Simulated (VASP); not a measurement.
Runs of VASP 6.6.1 on Fe. The structure is that of space group Im-3m (No. 229), or close to it. The cells are those of the table. 

```tsv
cell	k mesh for the DOS	occupations for the DOS	gap on the mesh (eV)	pressure (GPa)	moment (μB)
a = 2.257 Å, angles 109.5°, 1 atom	-	-	none	85.4	1.72
a = 2.045 Å, angles 109.5°, 1 atom	-	-	none	361.6	(b)
a = 2.452 Å, angles 109.5°, 1 atom	-	-	none	-0.4	2.17
a = 2.156 Å, angles 109.5°, 1 atom	-	-	none	(a)	1.36
a = 2.350 Å, angles 109.5°, 1 atom	-	-	none	33.3	1.97
a = 2.452 Å, angles 109.5°, 1 atom	32 × 32 × 32	tetrahedron	-	-	2.17
```

Alike in all rows: task single point; level PBE; potentials or basis VASP PAW PBE potentials, release 64 (Fe); spin collinear, ferromagnetic start; k mesh 21 × 21 × 21; cutoff (eV) 520; smearing fermi-dirac 0.1 eV.

Question: Estimate the missing entries.

Answer: (a) 181.4; (b) 0.58.

Caveats: the cell stands under pressure (at least some runs); tetrahedron occupations give inexact forces and stress in metals (at least some runs).

A gap of «none» marks levels without a gap at the run's occupations.
